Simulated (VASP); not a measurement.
CoSi2:

```
CELL_PARAMETERS angstrom
0.00000 2.67992 2.67992
2.67992 0.00000 2.67992
2.67992 2.67992 0.00000
ATOMIC_POSITIONS crystal
Co 0.00000 0.00000 0.00000
Si 0.25000 0.25000 0.25000
Si 0.75000 0.75000 0.75000
```

| Quantity | Value |
| --- | --- |
| Program | VASP 6.6.1 |
| Task | relaxation of cell and atoms |
| Functional | PBE |
| Dispersion | D3(BJ) |
| Potentials or basis | VASP PAW PBE potentials, release 64 (Co, Si) |
| Cutoff | 600 eV |
| k mesh | 14 × 14 × 14 |
| Occupations | gaussian, width 0.1 eV |
| Spin | no spin polarisation |

At the start: pressure -5.8 GPa; volume 12.83 Å³/atom.

**Question.** How do energy, volume and symmetry change on relaxing?

**Answer.** Over 5 steps the energy falls by 7.7 meV/atom and the volume is 12.42 Å³/atom (-3.2 %); space group Fm-3m (No. 225, to 0.05 Å).

The path:
```
step  energy change (eV)  largest force (eV/Å)  pressure (GPa)  volume (Å³)
   1              0.0000                0.0000           -5.83        38.49
   2              0.0069                0.0000            7.49        35.95
   3             -0.0232                0.0000           -0.16        37.28
   4             -0.0232                0.0000            0.07        37.25
   5             -0.0232                0.0000            0.01        37.27
```

Final structure:
```xyz
3
Lattice="0.0000 2.6513 2.6513 2.6513 0.0000 2.6513 2.6513 2.6513 0.0000" Properties=species:S:1:pos:R:3 pbc="T T T"
Co    0.0000    0.0000    0.0000
Si    1.3256    1.3256    1.3256
Si    3.9769    3.9769    3.9769
```

Caveat: pairwise dispersion overbinds metals, which lowers pressure and volume.
